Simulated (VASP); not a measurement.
# RbGeN (Cmcm) in VASP: notebook

RbGeN is run at these levels: PBE; tasks: single point, relaxation of cell and atoms.

Everything below comes from runs of VASP 6.6.1. Logs are shortened: lines on timing, memory, paths and dates and some standing lists are left out, and cuts for length are marked.

## Step 1: The cell of the first run

Symmetry: Cmcm, No. 63, orthorhombic system. Conventional cell: a = 3.018 Å, b = 13.632 Å, c = 5.760 Å, α = 90.00°, β = 90.00°, γ = 90.00°. Rb (site symmetry m2m) has 6 Rb at 3.02 to 3.89 Å and 5 Ge at 3.07 to 4.03 Å and 4 N at 3.13 Å within 4.1 Å. Within 2.9 Å of Ge (site symmetry m2m) lie 4 N at 2.21 Å. N (site symmetry 2/m) has 4 Ge at 2.21 Å and 2 N at 2.88 Å within 2.9 Å.

The cell was built from a structure type or drawn by symmetry, and may not be a known phase.

## Step 2: Single point, PBE

Contents of INCAR:

```
SYSTEM = RbGeN
  ALGO = Normal
  EDIFF = 1E-7
  ENCUT = 520
  GGA = PE
  ISIF = 2
  ISMEAR = 0
  LASPH = .TRUE.
  LCHARG = .FALSE.
  LREAL = .FALSE.
  LWAVE = .FALSE.
  NBANDS = 37
  NELM = 60
  PREC = Accurate
  SIGMA = 0.1
```

Contents of KPOINTS:

```
k-points
0
G
  4 4 4
  0 0 0
```

Contents of POSCAR:

```
RbGeN
1.0
    1.5091594673     -6.8160504143      0.0000000000
    1.5091594673      6.8160504143      0.0000000000
    0.0000000000      0.0000000000      5.7597371850
Rb Ge N
2 2 2
Direct
    0.3284188502      0.6715811498      0.2500000000
    0.6715811498      0.3284188502      0.7500000000
    0.4460288431      0.5539711569      0.7500000000
    0.5539711569      0.4460288431      0.2500000000
    0.0000000000      0.0000000000      0.5000000000
    0.0000000000      0.0000000000      0.0000000000
```

Potentials or basis: VASP PAW PBE potentials, release 64 (Rb_sv, Ge_d, N).

On the command line:

```
cat potpaw_PBE.64/Rb_sv/POTCAR potpaw_PBE.64/Ge_d/POTCAR potpaw_PBE.64/N/POTCAR > POTCAR
mpirun -np 1 vasp_std > vasp.out
```

OUTCAR:

```text
SYSTEM = RbGeN
   EDIFF = 1E-7
   ENCUT = 520
   GGA = PE
   ISIF = 2
   ISMEAR = 0
   LASPH = .TRUE.
   LREAL = .FALSE.
   NELM = 60
   PREC = Accurate

 ion  position               nearest neighbor table
   1  0.328  0.672  0.250-   4 3.07   6 3.13   5 3.13   5 3.13   6 3.13   3 3.30   3 3.30   2 3.89
                             2 3.89   2 3.89   2 3.89   4 4.03   4 4.03   4 4.31   4 4.31   2 5.49
   2  0.672  0.328  0.750-   3 3.07   6 3.13   5 3.13   5 3.13   6 3.13   4 3.30   4 3.30   1 3.89
                             1 3.89   1 3.89   1 3.89   3 4.03   3 4.03   3 4.31   3 4.31   1 5.49
   3  0.446  0.554  0.750-   5 2.21   6 2.21   5 2.21   6 2.21   2 3.07   1 3.30   1 3.30   2 4.03
                             2 4.03   2 4.31   2 4.31
   4  0.554  0.446  0.250-   5 2.21   6 2.21   5 2.21   6 2.21   1 3.07   2 3.30   2 3.30   1 4.03
                             1 4.03   1 4.31   1 4.31
   5  0.000  0.000  0.500-   4 2.21   3 2.21   4 2.21   3 2.21   2 3.13   1 3.13   1 3.13   2 3.13

   6  0.000  0.000  0.000-   4 2.21   3 2.21   4 2.21   3 2.21   2 3.13   1 3.13   1 3.13   2 3.13

  LATTYP: Found a base centered orthorhombic cell.
 ALAT       =     3.0183189346
 B/A-ratio  =     4.5164547299
 C/A-ratio  =     1.9082599652

  Lattice vectors:

 A1 = (   1.5091594673,  -6.8160504143,   0.0000000000)
 A2 = (   1.5091594673,   6.8160504143,   0.0000000000)
 A3 = (   0.0000000000,   0.0000000000,   5.7597371850)

Analysis of symmetry for initial positions (statically):
=====================================================================
 Subroutine PRICEL returns:
 Original cell was already a primitive cell.

 Routine SETGRP: Setting up the symmetry group for a
 base centered orthorhombic supercell.

 Subroutine GETGRP returns: Found  8 space group operations
 (whereof  4 operations were pure point group operations)
 out of a pool of  8 trial point group operations.

The static configuration has the point symmetry C_2h.
 The point group associated with its full space group is D_2h.

Analysis of symmetry for dynamics (positions and initial velocities):
=====================================================================
 Subroutine PRICEL returns:
 Original cell was already a primitive cell.

 Routine SETGRP: Setting up the symmetry group for a
 base centered orthorhombic supercell.

 Subroutine GETGRP returns: Found  8 space group operations
 (whereof  4 operations were pure point group operations)
 out of a pool of  8 trial point group operations.

The dynamic configuration has the point symmetry C_2h.
 The point group associated with its full space group is D_2h.
[... 107 lines left out ...]
   IBRION =     -1    ionic relax: 0-MD 1-quasi-New 2-CG
   NFREE  =      0    steps in history (QN), initial steepest desc. (CG)
   ISIF   =      2    stress and relaxation
   ISYM   =      2    0-nonsym 1-usesym 2-fastsym
   POTIM  = 0.5000    time-step for ionic-motion
   TEBEG  =    0.0;   TEEND  =   0.0 temperature during run
   PSTRESS=    0.0 pullay stress
   NELECT =      56.0000    total number of electrons
   NUPDOWN=      -1.0000    fix difference up-down
   EMIN   =  10.00;   EMAX   =-10.00  energy-range for DOS
   EFERMI =   0.00;   METHOD = LEGACY
   ISMEAR =     0;   SIGMA  =   0.10  broadening in eV -4-tet -1-fermi 0-gaus
   EFERMI_NEDOS =   21; number of points for ismear=-14 and -15
   IALGO  =     38    algorithm
   IMIX   =      4    mixing-type and parameters
     AMIX     =   0.40;   BMIX     =  1.00
     AMIX_MAG =   1.60;   BMIX_MAG =  1.00
  volume/ion in A,a.u.               =      19.75       133.27
  Fermi-wavevector in a.u.,A,eV,Ry     =   1.275178  2.409736 22.124130  1.626078
  Thomas-Fermi vector in A             =   2.407904
   LORBIT       =      0    0 simple, 1 ext, 2 COOP (PROOUT), +10 PAW based schemes
   GGA     = PE    functional components
   LHFCALC =     F    Hartree Fock is set to
   AEXX    =    0.0000 exact exchange contribution
   IVDW    =     0    specifies the selected vdW correction
   LEPSILON=     F    determine dielectric tensor
   LRPA    =     F    only Hartree local field effects (RPA)
 non-spin polarized calculation
 Gauss-broadening in eV      SIGMA  =   0.10
  energy-cutoff  :      520.00
  volume of cell :      118.50
 maximum number of plane-waves:      3208
 NGX is ok and might be reduce to    54
   NGX = 25   NGY = 25   NGZ = 21

 number of electron      56.0000011 magnetization

 Free energy of the ion-electron system (eV)
  ---------------------------------------------------
  ext. energy  EPLUGINS =         0.00000000
  ---------------------------------------------------
  free energy    TOTEN  =       -24.64780252 eV

  energy without entropy =      -24.64043131  energy(sigma->0) =      -24.64411691

 E-fermi :   4.3373     XC(G=0):  -9.7488

 val. band max:        4.2693211922   @ k =   0.0000   0.0000   0.0000
 cond. band min:       4.3426421941   @ k =  -0.2500   0.2500   0.0000
 fundamental gap:      0.0733210019
 Fermi energy:         4.3373170496

 k-point     1 :       0.0000    0.0000    0.0000
  band No.  band energies     occupation
      1     -24.4853      2.00000
      2     -24.4068      2.00000
      3     -20.2372      2.00000
      4     -20.2259      2.00000
      5     -20.2122      2.00000
      6     -20.1967      2.00000
[... 829 lines left out ...]
     36      10.1332      0.00000
     37      11.7651      0.00000

------------------------ aborting loop because EDIFF is reached ----------------------------------------

  FORCE on cell =-STRESS in cart. coord.  units (eV):
  Direction    XX          YY          ZZ          XY          YZ          ZX
  --------------------------------------------------------------------------------------
  -------------------------------------------------------------------------------------
  Total        0.2453893      0.1900214      0.0433603      0.0000000      0.0000000      0.0000000
  in kB        3.3179177      2.5692859      0.5862762      0.0000000      0.0000000      0.0000000
  external PRESSURE =       2.1578266 kB  Pullay stress =       0.0000000 kB

 VOLUME and BASIS-vectors are now :
 -----------------------------------------------------------------------------
  energy-cutoff  :      520.00
  volume of cell :      118.50
      direct lattice vectors                 reciprocal lattice vectors
     1.509159467 -6.816050414  0.000000000     0.331310250 -0.073356265  0.000000000
     1.509159467  6.816050414  0.000000000     0.331310250  0.073356265  0.000000000
     0.000000000  0.000000000  5.759737185     0.000000000  0.000000000  0.173619033

 POSITION                                       TOTAL-FORCE (eV/Angst)
 -----------------------------------------------------------------------------------
      1.50916      2.33901      1.43993         0.000000      0.012467     -0.000000
      1.50916     -2.33901      4.31980         0.000000     -0.012467     -0.000000
      1.50916      0.73574      4.31980         0.000000      0.051033     -0.000000
      1.50916     -0.73574      1.43993         0.000000     -0.051033      0.000000
      0.00000      0.00000      2.87987        -0.000000     -0.000000     -0.000000
      0.00000      0.00000      0.00000         0.000000     -0.000000     -0.000000
 -----------------------------------------------------------------------------------
    total drift:                                0.000000     -0.000000      0.000000

  FREE ENERGIE OF THE ION-ELECTRON SYSTEM (eV)
  ---------------------------------------------------
  free  energy   TOTEN  =       -24.6478025154 eV

  energy  without entropy=      -24.6404313132  energy(sigma->0) =      -24.64411691
```

OSZICAR:

```text
N       E                     dE             d eps       ncg     rms          rms(c)
DAV:   1     0.584170679182E+03    0.58417E+03   -0.26587E+04  1978   0.295E+03
DAV:   2     0.718810430091E+02   -0.51229E+03   -0.48811E+03  1666   0.821E+02
DAV:   3    -0.216713314688E+02   -0.93552E+02   -0.91480E+02  1784   0.189E+02
DAV:   4    -0.298956587448E+02   -0.82243E+01   -0.81843E+01  2380   0.574E+01
DAV:   5    -0.301426830624E+02   -0.24702E+00   -0.24684E+00  2328   0.954E+00    0.127E+01
DAV:   6    -0.250613559644E+02    0.50813E+01   -0.34579E+01  2309   0.259E+01    0.833E+00
DAV:   7    -0.247820959425E+02    0.27926E+00   -0.40123E+00  2038   0.814E+00    0.425E+00
DAV:   8    -0.246532844265E+02    0.12881E+00   -0.88481E-01  2165   0.446E+00    0.138E+00
DAV:   9    -0.246510220595E+02    0.22624E-02   -0.10773E-01  2205   0.163E+00    0.817E-01
DAV:  10    -0.246509191650E+02    0.10289E-03   -0.62720E-02  1951   0.127E+00    0.301E-01
DAV:  11    -0.246477449337E+02    0.31742E-02   -0.13012E-02  1987   0.476E-01    0.703E-02
DAV:  12    -0.246478665181E+02   -0.12158E-03   -0.13859E-03  2015   0.269E-01    0.495E-02
DAV:  13    -0.246478001781E+02    0.66340E-04   -0.32260E-04  2316   0.780E-02    0.165E-02
DAV:  14    -0.246478028997E+02   -0.27215E-05   -0.63317E-05  2031   0.367E-02    0.115E-02
DAV:  15    -0.246478025957E+02    0.30402E-06   -0.10270E-05  2066   0.170E-02    0.295E-03
DAV:  16    -0.246478025154E+02    0.80270E-07   -0.85758E-07  1860   0.527E-03
   1 F= -.24647803E+02 E0= -.24644117E+02  d E =-.737120E-02
```

stdout:

```text
POSCAR found type information on POSCAR RbGeN
 POSCAR found :  3 types and       6 ions
 scaLAPACK will be used
 LDA part: xc-table for (Slater+PW92), standard interpolation
 POSCAR, INCAR and KPOINTS ok, starting setup
 FFT: planning ... GRIDC
 FFT: planning ... GRID_SOFT
 FFT: planning ... GRID
 WAVECAR not read
 entering main loop
```

It took 100 s on 1 thread of Intel Xeon 6975P-C (Granite Rapids), shared host; peak memory 0.4 GiB.

Results:

```yaml
Free_energy: -24.6478 eV
Pressure: 0.2 GPa
Largest_force: 0.051 eV/Å
Band_gap_on_the_k_mesh: zero (bands 28 and 29 overlap by 0.08 eV)
```

Forces in eV/Å, atoms in the order of the input:
```
Rb   0.000  0.012  0.000
Rb   0.000 -0.012  0.000
Ge   0.000  0.051  0.000
Ge   0.000 -0.051  0.000
N    0.000  0.000  0.000
N    0.000  0.000  0.000
```

Caveat: the k points lie up to 0.53 Å⁻¹ apart.

[end of part 1 of 2]
